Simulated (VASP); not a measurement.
# Al2Pt (Fm-3m) in VASP: a series of runs

Runs on Al2Pt. Level: PBE. Tasks: single point, relaxation of cell and atoms.

All numbers are computed with VASP 6.6.1; they aren't measurements. Logs are shortened: lines on timing, memory, paths and dates and some standing lists are left out, and cuts for length are marked.

**1. The cell of the first run**

It takes space group Fm-3m (No. 225, cubic). The conventional cell has a = 5.877 Å, b = 5.877 Å, c = 5.877 Å, α = 90.00°, β = 90.00°, γ = 90.00°. Within 3.4 Å of Pt (site symmetry m-3m) lie 8 Al at 2.54 Å. Al (site symmetry -43m) has 4 Pt at 2.54 Å and 6 Al at 2.94 Å within 3.4 Å.

**2. Single point, PBE**

Input file INCAR:

```
SYSTEM = Al2Pt
PREC = Accurate
ENCUT = 520
EDIFF = 1E-7
ISMEAR = -1
SIGMA = 0.05
LREAL = .False.
LASPH = .True.
NELM = 60
ALGO = Fast
ISIF = 2
LWAVE = .False.
LCHARG = .True.
GGA = PE
LELF = .True.
LVHAR = .True.
NBANDS = 15
```

Input file KPOINTS:

```
regular mesh
0
Gamma
  8 8 8
  0 0 0
```

Input file POSCAR:

```
Al2Pt
1.0
    0.0000000000      2.9382564584      2.9382564584
    2.9382564584      0.0000000000      2.9382564584
    2.9382564584      2.9382564584      0.0000000000
Pt Al
1 2
Direct
    0.0000000000      0.0000000000      0.0000000000
    0.7500000000      0.7500000000      0.7500000000
    0.2500000000      0.2500000000      0.2500000000
```

Potentials or basis: VASP PAW PBE potentials, release 64 (Pt, Al).

Command:

```console
> cat potpaw_PBE.64/Pt/POTCAR potpaw_PBE.64/Al/POTCAR > POTCAR
> mpirun -np 1 vasp_std > vasp.out
```

OUTCAR:

```text
SYSTEM = Al2Pt
   PREC = Accurate
   ENCUT = 520
   EDIFF = 1E-7
   ISMEAR = -1
   LREAL = .False.
   LASPH = .True.
   NELM = 60
   ISIF = 2
   GGA = PE

 ion  position               nearest neighbor table
   1  0.000  0.000  0.000-   2 2.54   2 2.54   2 2.54   2 2.54   3 2.54   3 2.54   3 2.54   3 2.54

   2  0.750  0.750  0.750-   1 2.54   1 2.54   1 2.54   1 2.54   3 2.94   3 2.94   3 2.94   3 2.94
                             3 2.94   3 2.94
   3  0.250  0.250  0.250-   1 2.54   1 2.54   1 2.54   1 2.54   2 2.94   2 2.94   2 2.94   2 2.94
                             2 2.94   2 2.94

  LATTYP: Found a face centered cubic cell.
 ALAT       =     5.8765129168

  Lattice vectors:

 A1 = (   0.0000000000,   2.9382564584,   2.9382564584)
 A2 = (   2.9382564584,   0.0000000000,   2.9382564584)
 A3 = (   2.9382564584,   2.9382564584,   0.0000000000)

Analysis of symmetry for initial positions (statically):
=====================================================================
 Subroutine PRICEL returns:
 Original cell was already a primitive cell.

 Routine SETGRP: Setting up the symmetry group for a
 face centered cubic supercell.

 Subroutine GETGRP returns: Found 48 space group operations
 (whereof 48 operations were pure point group operations)
 out of a pool of 48 trial point group operations.

The static configuration has the point symmetry O_h .

Analysis of symmetry for dynamics (positions and initial velocities):
=====================================================================
 Subroutine PRICEL returns:
 Original cell was already a primitive cell.

 Routine SETGRP: Setting up the symmetry group for a
 face centered cubic supercell.

 Subroutine GETGRP returns: Found 48 space group operations
 (whereof 48 operations were pure point group operations)
 out of a pool of 48 trial point group operations.

The dynamic configuration has the point symmetry O_h .

 Subroutine INISYM returns: Found 48 space group operations
 (whereof 48 operations are pure point group operations),
 and found     1 'primitive' translations

----------------------------------------------------------------------------------------

                                     Primitive cell

  volume of cell :      50.7340

  direct lattice vectors                    reciprocal lattice vectors
     0.000000000  2.938256458  2.938256458    -0.170168944  0.170168944  0.170168944
     2.938256458  0.000000000  2.938256458     0.170168944 -0.170168944  0.170168944
     2.938256458  2.938256458  0.000000000     0.170168944  0.170168944 -0.170168944

[... 98 lines left out ...]
   EMIN   =  10.00;   EMAX   =-10.00  energy-range for DOS
   EFERMI =   0.00;   METHOD = LEGACY
   ISMEAR =    -1;   SIGMA  =   0.05  broadening in eV -4-tet -1-fermi 0-gaus
   EFERMI_NEDOS =   21; number of points for ismear=-14 and -15
   IALGO  =     68    algorithm
   IMIX   =      4    mixing-type and parameters
     AMIX     =   0.40;   BMIX     =  1.00
     AMIX_MAG =   1.60;   BMIX_MAG =  1.00
  volume/ion in A,a.u.               =      16.91       114.12
  Fermi-wavevector in a.u.,A,eV,Ry     =   1.114333  2.105785 16.894882  1.241739
  Thomas-Fermi vector in A             =   2.250927
   LORBIT       =      0    0 simple, 1 ext, 2 COOP (PROOUT), +10 PAW based schemes
   GGA     = PE    functional components
   LHFCALC =     F    Hartree Fock is set to
   AEXX    =    0.0000 exact exchange contribution
   IVDW    =     0    specifies the selected vdW correction
   LEPSILON=     F    determine dielectric tensor
   LRPA    =     F    only Hartree local field effects (RPA)
 non-spin polarized calculation
 RMM-DIIS sequential band-by-band and
  energy-cutoff  :      520.00
  volume of cell :       50.73
 maximum number of plane-waves:      1384
   NGX = 15   NGY = 15   NGZ = 15

 number of electron      16.0000000 magnetization

 Free energy of the ion-electron system (eV)
  ---------------------------------------------------
  ext. energy  EPLUGINS =         0.00000000
  ---------------------------------------------------
  free energy    TOTEN  =       -16.21902695 eV

  energy without entropy =      -16.20668849  energy(sigma->0) =      -16.21285772

 E-fermi :   8.0756     XC(G=0): -10.7766

 val. band max:        8.0086284382   @ k =   0.3750   0.2500   0.0000
 cond. band min:       8.1038923435   @ k =  -0.3750   0.1250   0.0000
 fundamental gap:      0.0952639054
 Fermi energy:         8.0755605477

 k-point     1 :       0.0000    0.0000    0.0000
  band No.  band energies     occupation
      1      -2.2477      2.00000
      2       2.9602      2.00000
      3       2.9602      2.00000
      4       2.9602      2.00000
      5       4.3363      2.00000
      6       4.3363      2.00000
      7      11.1878      0.00000
      8      11.9382      0.00000
      9      11.9382      0.00000
     10      11.9382      0.00000
     11      13.6104      0.00000
     12      13.6104      0.00000
     13      13.6104      0.00000
     14      14.5010      0.00000
[... 401 lines left out ...]
      2       1.9579      2.00000
      3       3.1182      2.00000
      4       3.6230      2.00000
      5       3.8940      2.00000
      6       4.5477      2.00000
      7       4.8184      2.00000
      8       7.1240      2.00000
      9       8.2252      0.09546
     10      12.0097      0.00000
     11      13.3902      0.00000
     12      15.0239      0.00000
     13      15.4346      0.00000
     14      16.5789      0.00000
     15      17.1812      0.00000

 [... further k-points ...]

------------------------ aborting loop because EDIFF is reached ----------------------------------------

  FORCE on cell =-STRESS in cart. coord.  units (eV):
  Direction    XX          YY          ZZ          XY          YZ          ZX
  --------------------------------------------------------------------------------------
  -------------------------------------------------------------------------------------
  Total        1.5217627      1.5217627      1.5217627     -0.0000000      0.0000000      0.0000000
  in kB       48.0571961     48.0571961     48.0571961     -0.0000000      0.0000000      0.0000000
  external PRESSURE =      48.0571961 kB  Pullay stress =       0.0000000 kB

 VOLUME and BASIS-vectors are now :
 -----------------------------------------------------------------------------
  energy-cutoff  :      520.00
  volume of cell :       50.73
      direct lattice vectors                 reciprocal lattice vectors
     0.000000000  2.938256458  2.938256458    -0.170168944  0.170168944  0.170168944
     2.938256458  0.000000000  2.938256458     0.170168944 -0.170168944  0.170168944
     2.938256458  2.938256458  0.000000000     0.170168944  0.170168944 -0.170168944

 POSITION                                       TOTAL-FORCE (eV/Angst)
 -----------------------------------------------------------------------------------
      0.00000      0.00000      0.00000        -0.000000     -0.000000      0.000000
      4.40738      4.40738      4.40738        -0.000000     -0.000000      0.000000
      1.46913      1.46913      1.46913         0.000000      0.000000     -0.000000
 -----------------------------------------------------------------------------------
    total drift:                                0.000000     -0.000000      0.000000

  FREE ENERGIE OF THE ION-ELECTRON SYSTEM (eV)
  ---------------------------------------------------
  free  energy   TOTEN  =       -16.2190269510 eV

  energy  without entropy=      -16.2066884918  energy(sigma->0) =      -16.21285772
```

OSZICAR:

```text
N       E                     dE             d eps       ncg     rms          rms(c)
DAV:   1     0.490511747066E+02    0.49051E+02   -0.67361E+03   878   0.912E+02
DAV:   2    -0.153073876482E+02   -0.64359E+02   -0.57334E+02  1087   0.168E+02
DAV:   3    -0.167857416672E+02   -0.14784E+01   -0.14671E+01  1122   0.241E+01
DAV:   4    -0.167979329774E+02   -0.12191E-01   -0.12190E-01  1038   0.262E+00
DAV:   5    -0.167981548312E+02   -0.22185E-03   -0.22185E-03  1143   0.361E-01    0.883E+00
RMM:   6    -0.163250617186E+02    0.47309E+00   -0.16566E+00   876   0.814E+00    0.227E+00
RMM:   7    -0.162461788344E+02    0.78883E-01   -0.99629E-02   877   0.209E+00    0.164E+00
RMM:   8    -0.162187722549E+02    0.27407E-01   -0.30703E-02   904   0.140E+00    0.219E-01
RMM:   9    -0.162188647625E+02   -0.92508E-04   -0.52327E-03   957   0.523E-01    0.174E-01
RMM:  10    -0.162190468405E+02   -0.18208E-03   -0.13227E-03   937   0.236E-01    0.487E-02
RMM:  11    -0.162190229970E+02    0.23843E-04   -0.35470E-04   977   0.122E-01    0.185E-02
RMM:  12    -0.162190262835E+02   -0.32864E-05   -0.74192E-05  1002   0.520E-02    0.153E-02
RMM:  13    -0.162190279410E+02   -0.16575E-05   -0.17906E-05  1003   0.260E-02    0.662E-03
RMM:  14    -0.162190269030E+02    0.10379E-05   -0.10347E-05   944   0.201E-02    0.380E-03
RMM:  15    -0.162190269577E+02   -0.54633E-07   -0.19992E-06   963   0.796E-03    0.213E-03
RMM:  16    -0.162190267857E+02    0.17201E-06   -0.30465E-07   750   0.321E-03    0.240E-03
RMM:  17    -0.162190269461E+02   -0.16044E-06   -0.16971E-07   610   0.271E-03    0.339E-03
RMM:  18    -0.162190269510E+02   -0.49255E-08   -0.25830E-08   473   0.969E-04
   1 F= -.16219027E+02 E0= -.16212858E+02  d E =-.123385E-01
```

It took 81 s on 1 thread of AMD EPYC 7R13, shared host; peak memory 0.16 GiB.

Results:

```
Free energy            : -16.2190 eV
Pressure               : 4.8 GPa
Band gap on the k mesh : zero (band 8 reaches 11.94 eV, above the bottom of band 9 at 6.46 eV)
```

Levels at points of the mesh, in eV from the Fermi level:
| k point | band 6 | band 7 | band 8 | band 9 | band 10 | band 11 |
| --- | --- | --- | --- | --- | --- | --- |
| (0.00, 0.00, 0.00) | -3.74 | 3.11 | 3.86 | 3.86 | 3.86 | 5.53 |
| (0.50, 0.00, 0.00) | -3.51 | -3.51 | 1.04 | 1.04 | 3.83 | 5.26 |
| (0.50, 0.50, 0.00) | -3.44 | -3.23 | -1.61 | -1.61 | 3.29 | 3.44 |

Caveat: spin-orbit coupling is left out, which moves the levels of the heavy elements.

**3. Single point, PBE**

This run uses another cell than the first one, of 17.26 Å³/atom, 1.021 times its volume.

Input file INCAR:

```
PREC = Accurate
ENCUT = 520
EDIFF = 1E-6
ISMEAR = -1
SIGMA = 0.05
LREAL = False
LASPH = True
NELM = 60
ALGO = Normal
ISIF = 2
LWAVE = False
LCHARG = True
GGA = PE
LELF = True
LVHAR = True
NBANDS = 15
```

Input file KPOINTS:

```
regular mesh
0
Gamma
  8 8 8
```

Input file POSCAR:

```
Al2Pt
1.0
    0.0000000000      2.9584471770      2.9584471770
    2.9584471770      0.0000000000      2.9584471770
    2.9584471770      2.9584471770      0.0000000000
Pt Al
1 2
Direct
    0.0000000000      0.0000000000      0.0000000000
    0.7500000000      0.7500000000      0.7500000000
    0.2500000000      0.2500000000      0.2500000000
```

Potentials or basis: VASP PAW PBE potentials, release 64 (Pt, Al).

Command:

```console
> cat potpaw_PBE.64/Pt/POTCAR potpaw_PBE.64/Al/POTCAR > POTCAR
> mpirun -np 1 vasp_std > vasp.out
```

Run time: 59 s. Hardware: 1 thread of AMD EPYC 7R13, shared host; peak memory 0.15 GiB.

Results (log left out):

| Item | Value |
| --- | --- |
| Free energy | -16.2409 eV |
| Pressure | 1.8 GPa |
| Band gap on the k mesh | zero (band 8 reaches 11.68 eV, above the bottom of band 9 at 6.26 eV) |

Levels at points of the mesh, in eV from the Fermi level:
```
           k point  band 4  band 5  band 6  band 7  band 8  band 9  band 10  band 11  band 12  band 13
(0.00, 0.00, 0.00)   -5.00   -3.65   -3.65    2.96    3.85    3.85     3.85     5.42     5.42     5.42
(0.50, 0.00, 0.00)   -4.68   -3.66   -3.43   -3.43    1.05    1.05     3.79     5.17     5.17     5.37
(0.50, 0.50, 0.00)   -3.74   -3.74   -3.37   -3.16   -1.57   -1.57     3.15     3.41     8.10    10.77
```

Caveat: spin-orbit coupling is left out, which moves the levels of the heavy elements.

**4. Relaxation of cell and atoms, PBE, target pressure 2 GPa, at which the enthalpy is minimised**

This run uses another cell than the first one, of 17.20 Å³/atom, 1.017 times its volume.

Input file INCAR:

```
SYSTEM = Al2Pt
ALGO     = Normal         ! electronic algorithm
EDIFF    = 1E-6           ! SCF threshold, eV
EDIFFG   = -0.01          ! ionic threshold
ENCUT    = 600            ! plane-wave cutoff, eV
GGA      = PE             ! functional
IBRION   = 2              ! ionic algorithm
ISIF     = 3              ! what is computed and relaxed
ISMEAR   = -1             ! smearing method
LASPH    = .True.         ! aspherical terms in the spheres
LCHARG   = .False.        ! write CHGCAR
LREAL    = .False.        ! projectors in reciprocal space
LWAVE    = .False.        ! write WAVECAR
NELM     = 80             ! most SCF steps
NSW      = 60             ! ionic steps
PREC     = Accurate       ! precision mode
PSTRESS  = 20.0         
SIGMA    = 0.05           ! smearing width, eV
```

Input file KPOINTS:

```
k-points
0
Gamma
  8 8 8
  0 0 0
```

Input file POSCAR:

```
Al2Pt
1.0
    0.0000000000      2.9550000000      2.9550000000
    2.9550000000      0.0000000000      2.9550000000
    2.9550000000      2.9550000000      0.0000000000
Pt Al
1 2
Direct
    0.0000000000      0.0000000000      0.0000000000
    0.7500000000      0.7500000000      0.7500000000
    0.2500000000      0.2500000000      0.2500000000
```

Command:

```console
> cat potpaw_PBE.64/Pt/POTCAR potpaw_PBE.64/Al/POTCAR > POTCAR
> mpirun -np 1 vasp_std > vasp.out
```

It took 2.3 min on 1 thread of AMD EPYC 7R13, shared host; peak memory 0.18 GiB.

Results (log left out):

| Property | Result |
| --- | --- |
| Free energy | -16.2402 eV |
| Relaxed volume | 17.24 Å³/atom |
| Relaxed cell | a = 4.182 Å, b = 4.182 Å, c = 4.182 Å, α = 60.00°, β = 60.00°, γ = 60.00° |
| Space group after relaxing (to 0.05 Å) | Fm-3m (No. 225) |
| Energy change on relaxing (the enthalpy is what falls) | -0.6 meV/atom |
| Ionic steps | 3 |
| Pressure after relaxing | 2.0 GPa |
| Band gap on the k mesh | zero (band 8 reaches 11.69 eV, above the bottom of band 9 at 6.27 eV) |

The path:
```csv
step,energy change (eV),largest force (eV/Å),pressure (GPa),volume (Å³)
1,0.0000,0.0000,2.35,51.61
2,-0.0035,0.0000,1.59,51.89
3,-0.0017,0.0000,2.03,51.73
```

Final structure:
```
CELL_PARAMETERS angstrom
0.00000 2.95744 2.95744
2.95744 0.00000 2.95744
2.95744 2.95744 0.00000
ATOMIC_POSITIONS crystal
Pt 0.00000 0.00000 0.00000
Al 0.75000 0.75000 0.75000
Al 0.25000 0.25000 0.25000
```

Levels at points of the mesh, in eV from the Fermi level:
| k point | band 4 | band 5 | band 6 | band 7 | band 8 | band 9 | band 10 | band 11 | band 12 |
| --- | --- | --- | --- | --- | --- | --- | --- | --- | --- |
| (0.00, 0.00, 0.00) | -5.01 | -3.65 | -3.65 | 2.97 | 3.85 | 3.85 | 3.85 | 5.43 | 5.43 |
| (0.50, 0.00, 0.00) | -4.69 | -3.67 | -3.43 | -3.43 | 1.05 | 1.05 | 3.80 | 5.17 | 5.17 |
| (0.50, 0.50, 0.00) | -3.74 | -3.74 | -3.38 | -3.16 | -1.57 | -1.57 | 3.16 | 3.41 | 8.10 |

Caveat: the cell is relaxed towards a set pressure, so the enthalpy falls and the energy may rise; spin-orbit coupling is left out, which moves the levels of the heavy elements.

(Part 1 of 2 ends here.)
